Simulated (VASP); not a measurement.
# TiSi2 (Immm) in VASP: notebook

TiSi2 is run at these levels: PBEsol+U, LDA, RPBE; tasks: single point.

Program: VASP 6.6.1. These are calculated values, not measurements. Logs are shortened: lines on timing, memory, paths and dates and some standing lists are left out, and cuts for length are marked.

**1. The cell of the first run**

Symmetry: Immm, No. 71, orthorhombic system. Conventional cell: a = 2.962 Å, b = 3.398 Å, c = 8.484 Å, α = 90.00°, β = 90.00°, γ = 90.00°. Within 3.6 Å of Ti (site symmetry mmm) lie 10 Si at 2.69 to 2.76 Å and 4 Ti at 2.96 to 3.40 Å. Within 3.4 Å of Si (site symmetry mm2) lie 9 Si at 2.60 to 3.40 Å and 5 Ti at 2.69 to 2.76 Å.

**2. Single point, PBEsol+U**

INCAR reads:

```
ALGO = Normal ; EDIFF = 1E-7
ENCUT = 520 ; GGA = PS
ISIF = 2 ; ISMEAR = -1
LASPH = T ; LCHARG = F
LDAU = T ; LDAUJ = 0 0
LDAUL = 2 -1 ; LDAUPRINT = 1
LDAUTYPE = 2 ; LDAUU = 5 0
LMAXMIX = 4 ; LREAL = F
LWAVE = F ; NBANDS = 17
NELM = 150 ; PREC = Accurate
SIGMA = 0.05
```

KPOINTS reads:

```
k-points
0
Gamma
  12 12 12
```

POSCAR reads:

```
TiSi2
1.0
   -1.4810910737      1.6987698331      4.2420081654
    1.4810910737     -1.6987698331      4.2420081654
    1.4810910737      1.6987698331     -4.2420081654
Ti Si
1 2
Direct
    0.0000000000      0.0000000000      0.0000000000
    0.6741556185      0.6741556185      0.0000000000
    0.3258443815      0.3258443815      0.0000000000
```

Potentials or basis: VASP PAW PBE potentials, release 64 (Ti_sv, Si).

On the command line:

```bash
$ cat potpaw_PBE.64/Ti_sv/POTCAR potpaw_PBE.64/Si/POTCAR > POTCAR
$ mpirun -np 1 vasp_std > vasp.out
```

OUTCAR:

```text
EDIFF = 1E-7
   ENCUT = 520
   GGA = PS
   ISIF = 2
   ISMEAR = -1
   LASPH = T
   LREAL = F
   NELM = 150
   PREC = Accurate

 ion  position               nearest neighbor table
   1  0.000  0.000  0.000-   2 2.69   2 2.69   2 2.69   3 2.69   2 2.69   3 2.69   3 2.69   3 2.69
                             2 2.76   3 2.76
   2  0.674  0.674  0.000-   3 2.60   3 2.60   3 2.60   3 2.60   1 2.69   1 2.69   1 2.69   1 2.69
                             1 2.76   3 2.96
   3  0.326  0.326  0.000-   2 2.60   2 2.60   2 2.60   2 2.60   1 2.69   1 2.69   1 2.69   1 2.69
                             1 2.76   2 2.96

  LATTYP: Found a body centered orthorhombic cell.
 ALAT       =     2.9621821474
 B/A-ratio  =     1.1469718934
 C/A-ratio  =     2.8641102770

  Lattice vectors:

 A1 = (  -1.4810910737,   1.6987698331,   4.2420081654)
 A2 = (   1.4810910737,  -1.6987698331,   4.2420081654)
 A3 = (   1.4810910737,   1.6987698331,  -4.2420081654)

Analysis of symmetry for initial positions (statically):
=====================================================================
 Subroutine PRICEL returns:
 Original cell was already a primitive cell.

 Routine SETGRP: Setting up the symmetry group for a
 body centered orthorhombic supercell.

 Subroutine GETGRP returns: Found  8 space group operations
 (whereof  8 operations were pure point group operations)
 out of a pool of  8 trial point group operations.

The static configuration has the point symmetry D_2h.

Analysis of symmetry for dynamics (positions and initial velocities):
=====================================================================
 Subroutine PRICEL returns:
 Original cell was already a primitive cell.

 Routine SETGRP: Setting up the symmetry group for a
 body centered orthorhombic supercell.

 Subroutine GETGRP returns: Found  8 space group operations
 (whereof  8 operations were pure point group operations)
 out of a pool of  8 trial point group operations.

The dynamic configuration has the point symmetry D_2h.

 Subroutine INISYM returns: Found  8 space group operations
 (whereof  8 operations are pure point group operations),
 and found     1 'primitive' translations

----------------------------------------------------------------------------------------

                                     Primitive cell

  volume of cell :      42.6921

  direct lattice vectors                    reciprocal lattice vectors
    -1.481091074  1.698769833  4.242008165     0.000000000  0.294330633  0.117868703
     1.481091074 -1.698769833  4.242008165     0.337588963  0.000000000  0.117868703
     1.481091074  1.698769833 -4.242008165     0.337588963  0.294330633  0.000000000

  length of vectors
     4.803548999  4.803548999  4.803548999     0.317054495  0.357574243  0.447880374

  position of ions in fractional coordinates (direct lattice)
     0.000000000  0.000000000  0.000000000
     0.674155619  0.674155619  0.000000000
     0.325844381  0.325844381  0.000000000

  ion indices of the primitive-cell ions
   primitive index   ion index
                 1           1
                 2           2
                 3           3

----------------------------------------------------------------------------------------

 KPOINTS: k-points

Automatic generation of k-mesh.
 Grid dimensions read from file:
 generate k-points for:   12   12   12

 Generating k-lattice:

  Cartesian coordinates                     Fractional coordinates (reciprocal lattice)
     0.000000000  0.024527553  0.009822392     0.083333333  0.000000000 -0.000000000
     0.028132414  0.000000000  0.009822392     0.000000000  0.083333333  0.000000000
     0.028132414  0.024527553  0.000000000    -0.000000000  0.000000000  0.083333333

[... 45 lines left out ...]
   NGXF,Y,Z  is equivalent  to a cutoff of  24.92, 24.92, 24.92 a.u.
 SYSTEM =  unknown system
   PREC   = accura    normal or accurate (medium, high low for compatibility)
   ISTART =      0    job   : 0-new  1-cont  2-samecut
   ICHARG =      2    charge: 1-file 2-atom 10-const
   ISPIN  =      1    spin polarized calculation?
   LNONCOLLINEAR =      F non collinear calculations
   LSORBIT =      F    spin-orbit coupling
   LASPH  =      T    aspherical Exc in radial PAW
   ENCUT  =  520.0 eV  38.22 Ry    6.18 a.u.   8.93  8.93  8.93*2*pi/ulx,y,z
   NELM   =    150;   NELMIN=  2; NELMDL= -5     # of ELM steps
   EDIFF  = 0.1E-06   stopping-criterion for ELM
   LREAL  =      F    real-space projection
   EDIFFG = 0.1E-05   stopping-criterion for IOM
   NSW    =      0    number of steps for IOM
   IBRION =     -1    ionic relax: 0-MD 1-quasi-New 2-CG
   NFREE  =      0    steps in history (QN), initial steepest desc. (CG)
   ISIF   =      2    stress and relaxation
   ISYM   =      2    0-nonsym 1-usesym 2-fastsym
   POTIM  = 0.5000    time-step for ionic-motion
   TEBEG  =    0.0;   TEEND  =   0.0 temperature during run
   PSTRESS=    0.0 pullay stress
   NELECT =      20.0000    total number of electrons
   NUPDOWN=      -1.0000    fix difference up-down
   EMIN   =  10.00;   EMAX   =-10.00  energy-range for DOS
   EFERMI =   0.00;   METHOD = LEGACY
   ISMEAR =    -1;   SIGMA  =   0.05  broadening in eV -4-tet -1-fermi 0-gaus
   EFERMI_NEDOS =   21; number of points for ismear=-14 and -15
   IALGO  =     38    algorithm
   IMIX   =      4    mixing-type and parameters
     AMIX     =   0.40;   BMIX     =  1.00
     AMIX_MAG =   1.60;   BMIX_MAG =  1.00
  volume/ion in A,a.u.               =      14.23        96.03
  Fermi-wavevector in a.u.,A,eV,Ry     =   1.271459  2.402708 21.995274  1.616607
  Thomas-Fermi vector in A             =   2.404391
   LORBIT       =      0    0 simple, 1 ext, 2 COOP (PROOUT), +10 PAW based schemes
 LDA+U is selected, type is set to LDAUTYPE =  2
   angular momentum for each species LDAUL =     2   -1
   U (eV)           for each species LDAUU =   5.0  0.0
   J (eV)           for each species LDAUJ =   0.0  0.0
   GGA     = PS    functional components
   LHFCALC =     F    Hartree Fock is set to
   AEXX    =    0.0000 exact exchange contribution
   IVDW    =     0    specifies the selected vdW correction
   LEPSILON=     F    determine dielectric tensor
   LRPA    =     F    only Hartree local field effects (RPA)
 non-spin polarized calculation
  energy-cutoff  :      520.00
  volume of cell :       42.69
 maximum number of plane-waves:      1176
   NGX = 17   NGY = 17   NGZ = 17

atom =   1  type =  1  l = 2

 onsite density matrix

spin component  1

  0.1526  0.0000 -0.0000  0.0000 -0.0000
  0.0000  0.1868  0.0000  0.0000  0.0000
 -0.0000  0.0000  0.2029  0.0000 -0.0310
  0.0000  0.0000  0.0000  0.1577  0.0000
 -0.0000  0.0000 -0.0310  0.0000  0.2201

spin component  2

  0.1526  0.0000 -0.0000  0.0000 -0.0000
  0.0000  0.1868  0.0000  0.0000  0.0000
 -0.0000  0.0000  0.2029  0.0000 -0.0310
  0.0000  0.0000  0.0000  0.1577  0.0000
 -0.0000  0.0000 -0.0310  0.0000  0.2201

 occupancies and eigenvectors

  o =  0.1526  v =  1.0000  0.0000  0.0000  0.0000  0.0000  0.0000  0.0000  0.0000  0.0000  0.0000      0.0000  0.0000  0.0000  0.0000  0.0000  0.0000  0.0000  0.0000  0.0000  0.0000
  o =  0.1526  v =  0.0000  0.0000  0.0000  0.0000  0.0000  1.0000  0.0000  0.0000  0.0000  0.0000      0.0000  0.0000  0.0000  0.0000  0.0000  0.0000  0.0000  0.0000  0.0000  0.0000
  o =  0.1577  v =  0.0000  0.0000  0.0000  1.0000  0.0000  0.0000  0.0000  0.0000  0.0000  0.0000      0.0000  0.0000  0.0000  0.0000  0.0000  0.0000  0.0000  0.0000  0.0000  0.0000
  o =  0.1577  v =  0.0000  0.0000  0.0000  0.0000  0.0000  0.0000  0.0000  0.0000  1.0000  0.0000      0.0000  0.0000  0.0000  0.0000  0.0000  0.0000  0.0000  0.0000  0.0000  0.0000
  o =  0.1793  v =  0.0000 -0.0000 -0.7962  0.0000 -0.6051  0.0000  0.0000  0.0000  0.0000  0.0000      0.0000  0.0000  0.0000  0.0000  0.0000  0.0000  0.0000  0.0000  0.0000  0.0000
  o =  0.1793  v =  0.0000  0.0000  0.0000  0.0000  0.0000  0.0000 -0.0000 -0.7962  0.0000 -0.6051      0.0000  0.0000  0.0000  0.0000  0.0000  0.0000  0.0000  0.0000  0.0000  0.0000
  o =  0.1868  v =  0.0000  0.0000  0.0000  0.0000  0.0000  0.0000  1.0000 -0.0000  0.0000 -0.0000      0.0000  0.0000  0.0000  0.0000  0.0000  0.0000  0.0000  0.0000  0.0000  0.0000
  o =  0.1868  v =  0.0000  1.0000 -0.0000  0.0000 -0.0000  0.0000  0.0000  0.0000  0.0000  0.0000      0.0000  0.0000  0.0000  0.0000  0.0000  0.0000  0.0000  0.0000  0.0000  0.0000
  o =  0.2437  v =  0.0000  0.0000  0.0000  0.0000  0.0000  0.0000  0.0000 -0.6051  0.0000  0.7962      0.0000  0.0000  0.0000  0.0000  0.0000  0.0000  0.0000  0.0000  0.0000  0.0000
  o =  0.2437  v =  0.0000  0.0000 -0.6051  0.0000  0.7962  0.0000  0.0000  0.0000  0.0000  0.0000      0.0000  0.0000  0.0000  0.0000  0.0000  0.0000  0.0000  0.0000  0.0000  0.0000

 number of electron      19.9999998 magnetization

 Free energy of the ion-electron system (eV)
  ---------------------------------------------------
  ext. energy  EPLUGINS =         0.00000000
  ---------------------------------------------------
  free energy    TOTEN  =       -17.42988172 eV

  energy without entropy =      -17.41782378  energy(sigma->0) =      -17.42385275

 E-fermi :  10.2693     XC(G=0): -11.7724

 val. band max:       10.2639210250   @ k =  -0.3333  -0.4167   0.1667
 cond. band min:      10.2756863397   @ k =   0.5000  -0.4167   0.1667
 fundamental gap:      0.0117653147
 Fermi energy:        10.2692712041

 k-point     1 :       0.0000    0.0000    0.0000
  band No.  band energies     occupation
      1     -47.3028      2.00000
      2     -23.6737      2.00000
      3     -23.6518      2.00000
      4     -23.4125      2.00000
      5      -2.6062      2.00000
      6       5.4278      2.00000
[... 457 lines left out ...]
      4     -23.4837      2.00000
      5      -0.3992      2.00000
      6       2.9998      2.00000
[... 9 lines left out ...]
     16      15.3436      0.00000
     17      17.7296      0.00000

 [... further k-points ...]

------------------------ aborting loop because EDIFF is reached ----------------------------------------

  FORCE on cell =-STRESS in cart. coord.  units (eV):
  Direction    XX          YY          ZZ          XY          YZ          ZX
  --------------------------------------------------------------------------------------
  -------------------------------------------------------------------------------------
  Total        0.6113199      0.4782221      0.1875811      0.0000000      0.0000000      0.0000000
  in kB       22.9420028     17.9470241      7.0396622      0.0000000      0.0000000      0.0000000
  external PRESSURE =      15.9762297 kB  Pullay stress =       0.0000000 kB

 VOLUME and BASIS-vectors are now :
 -----------------------------------------------------------------------------
  energy-cutoff  :      520.00
  volume of cell :       42.69
      direct lattice vectors                 reciprocal lattice vectors
    -1.481091074  1.698769833  4.242008165     0.000000000  0.294330633  0.117868703
     1.481091074 -1.698769833  4.242008165     0.337588963  0.000000000  0.117868703
     1.481091074  1.698769833 -4.242008165     0.337588963  0.294330633  0.000000000

 POSITION                                       TOTAL-FORCE (eV/Angst)
 -----------------------------------------------------------------------------------
      0.00000      0.00000      0.00000         0.000000     -0.000000      0.000000
      0.00000      0.00000      5.71955         0.000000      0.000000     -0.096821
      0.00000      0.00000      2.76447        -0.000000     -0.000000      0.096821
 -----------------------------------------------------------------------------------
    total drift:                                0.000000     -0.000000      0.000000

  FREE ENERGIE OF THE ION-ELECTRON SYSTEM (eV)
  ---------------------------------------------------
  free  energy   TOTEN  =       -17.4298817200 eV

  energy  without entropy=      -17.4178237821  energy(sigma->0) =      -17.42385275
```

It took 2 min on 1 thread of Intel Xeon 6975P-C (Granite Rapids), shared host; peak memory 0.34 GiB.

What came out:

| Property | Result |
| --- | --- |
| Free energy | -17.4299 eV |
| Pressure | 1.6 GPa |
| Largest force | 0.097 eV/Å |
| Band gap on the k mesh | zero (bands 10 and 11 overlap by 2.51 eV) |

Forces on the atoms (eV/Å):
```
Ti   0.000  0.000  0.000
Si   0.000  0.000 -0.097
Si   0.000  0.000  0.097
```

Eigenvalues of the final occupation matrices:
```csv
site,spin,trace,eigenvalues
site 1 d,1,0.92,0.15 0.16 0.18 0.19 0.24
site 1 d,2,0.92,0.15 0.16 0.18 0.19 0.24
```

Caveat: the PAW data sets were made with another functional, which shifts forces and pressure a little; U without spin polarisation on a metal has little footing; the U is typed as a test and isn't derived for this compound.

**3. Single point, LDA**

This run uses another cell than the first one, of 13.52 Å³/atom.

INCAR reads:

```
SYSTEM = TiSi2
PREC     = Accurate       ! precision mode
ENCUT    = 520            ! plane-wave cutoff, eV
EDIFF    = 1E-6           ! SCF threshold, eV
ISMEAR   = -1             ! smearing method
SIGMA    = 0.05           ! smearing width, eV
LREAL    = .False.        ! projectors in reciprocal space
LASPH    = .True.         ! aspherical terms in the spheres
NELM     = 80             ! most SCF steps
ALGO     = Normal         ! electronic algorithm
ISIF     = 2              ! what is computed and relaxed
LWAVE    = .False.        ! write WAVECAR
LCHARG   = .False.        ! write CHGCAR
NBANDS   = 17             ! bands
```

KPOINTS reads:

```
regular mesh
0
Gamma
  12 12 12
  0 0 0
```

POSCAR reads:

```
TiSi2
1.0
   -1.4532744419      1.6879114209      4.1348888998
    1.4532744419     -1.6879114209      4.1348888998
    1.4532744419      1.6879114209     -4.1348888998
Ti Si
1 2
Direct
    0.0000000000      0.0000000000      0.0000000000
    0.6689681751      0.6689681751      0.0000000000
    0.3310318249      0.3310318249      0.0000000000
```

Potentials or basis: VASP PAW LDA potentials, release 64 (Ti_sv, Si).

On the command line:

```bash
$ cat potpaw_LDA.64/Ti_sv/POTCAR potpaw_LDA.64/Si/POTCAR > POTCAR
$ mpirun -np 1 vasp_std > vasp.out
```

Run time: 1.9 min. Hardware: 1 thread of Intel Xeon 6975P-C (Granite Rapids), shared host; peak memory 0.3 GiB.

Results (log left out):

```yaml
Free_energy: -21.9560 eV
Pressure: 0.2 GPa
Largest_force: 0.008 eV/Å
Band_gap_on_the_k_mesh: zero (bands 10 and 11 overlap by 2.41 eV)
```

Forces in eV/Å, atoms in the order of the input:
```
Ti   0.000  0.000  0.000
Si   0.000  0.000  0.008
Si   0.000  0.000 -0.008
```

Levels at points of the mesh, in eV from the Fermi level:
| k point | band 6 | band 7 | band 8 | band 9 | band 10 | band 11 | band 12 | band 13 | band 14 | band 15 |
| --- | --- | --- | --- | --- | --- | --- | --- | --- | --- | --- |
| (0.00, 0.00, 0.00) | -4.89 | -3.98 | -2.17 | -0.68 | 0.79 | 2.23 | 2.49 | 3.28 | 4.04 | 4.35 |
| (0.50, 0.00, 0.00) | -9.21 | -4.34 | -3.76 | -0.70 | 0.94 | 2.11 | 2.70 | 3.79 | 4.23 | 5.71 |
| (0.00, 0.50, 0.00) | -8.23 | -3.61 | -3.43 | -1.02 | -0.46 | 0.99 | 2.94 | 3.61 | 4.21 | 4.55 |
| (0.50, 0.50, 0.00) | -5.39 | -5.10 | -4.55 | -2.93 | -1.36 | -0.57 | 3.03 | 3.07 | 3.32 | 3.74 |
| (0.50, 0.50, 0.50) | -8.97 | -1.33 | -1.22 | -0.36 | 0.47 | 2.05 | 2.56 | 2.61 | 3.99 | 4.12 |

**4. Single point, RPBE**

This run uses another cell than the first one, of 14.45 Å³/atom.

INCAR reads:

```
ALGO     = Normal         # electronic algorithm
EDIFF    = 1E-7           # SCF threshold, eV
ENCUT    = 520            # plane-wave cutoff, eV
GGA      = RP             # functional
ISIF     = 2              # what is computed and relaxed
ISMEAR   = -1             # smearing method
LASPH    = True           # aspherical terms in the spheres
LCHARG   = True           # write CHGCAR
LELF     = True           # ELF
LREAL    = False          # projectors in reciprocal space
LVHAR    = True         
LWAVE    = False          # write WAVECAR
NBANDS   = 17             # bands
NELM     = 100            # most SCF steps
PREC     = Accurate       # precision mode
SIGMA    = 0.05           # smearing width, eV
```

KPOINTS reads:

```
k-points
0
Gamma
  12 12 12
```

POSCAR reads:

```
TiSi2
1.0
   -1.4894525864      1.7212434236      4.2283904933
    1.4894525864     -1.7212434236      4.2283904933
    1.4894525864      1.7212434236     -4.2283904933
Ti Si
1 2
Direct
    0.0000000000      0.0000000000      0.0000000000
    0.6701035348      0.6701035348      0.0000000000
    0.3298964652      0.3298964652      0.0000000000
```

Potentials or basis: VASP PAW PBE potentials, release 64 (Ti_sv, Si).

On the command line:

```bash
$ cat potpaw_PBE.64/Ti_sv/POTCAR potpaw_PBE.64/Si/POTCAR > POTCAR
$ mpirun -np 1 vasp_std > vasp.out
```

It took 2.4 min on 1 thread of Intel Xeon 6975P-C (Granite Rapids), shared host; peak memory 0.34 GiB.

The run converged. Its results:

| Item | Value |
| --- | --- |
| Free energy | -18.8294 eV |
| Pressure | -0.3 GPa |
| Largest force | 0.010 eV/Å |
| Band gap on the k mesh | zero (bands 10 and 11 overlap by 2.27 eV) |

Forces on the atoms (eV/Å):
```
Ti   0.000  0.000  0.000
Si   0.000  0.000  0.010
Si   0.000  0.000 -0.010
```

Levels at points of the mesh, in eV from the Fermi level:
```csv
k point,band 8,band 9,band 10,band 11,band 12,band 13
"(0.00, 0.00, 0.00)",-2.08,-0.58,0.68,2.04,2.34,3.09
"(0.50, 0.00, 0.00)",-3.69,-0.65,0.89,1.98,2.54,3.46
"(0.00, 0.50, 0.00)",-3.34,-0.89,-0.40,0.97,2.74,3.29
"(0.50, 0.50, 0.00)",-4.70,-2.86,-1.24,-0.69,2.67,2.85
"(0.50, 0.50, 0.50)",-1.20,-0.33,0.49,1.92,2.29,2.39
```

Caveat: the PAW data sets were made with another functional, which shifts forces and pressure a little.

**5. Summary**

```tsv
level	potentials or basis	U	cell	gap on the mesh (eV)	pressure (GPa)	largest force (eV/Å)
PBEsol+U	VASP PAW PBE potentials, release 64 (Ti_sv, Si)	Ti d U = 5.0 eV	a = 4.804 Å, angles 144.1, 138.6, 56.0°, 3 atoms, atomic positions A	none	1.6	0.10
LDA	VASP PAW LDA potentials, release 64 (Ti_sv, Si)	-	a = 4.697 Å, angles 144.0, 137.9, 56.6°, 3 atoms, atomic positions B	none	0.2	0.01
RPBE	VASP PAW PBE potentials, release 64 (Ti_sv, Si)	-	a = 4.802 Å, angles 143.9, 138.0, 56.6°, 3 atoms, atomic positions B	none	-0.3	0.01
```

Alike in all rows: task single point; no spin polarisation; k mesh 12 × 12 × 12; cutoff (eV) 520; smearing fermi-dirac 0.05 eV.

Caveats: the PAW data sets were made with another functional, which shifts forces and pressure a little (at least some runs); U without spin polarisation on a metal has little footing (at least some runs); the U is typed as a test and isn't derived for this compound (at least some runs).

Absolute energies hang on the potentials; compare differences alone.
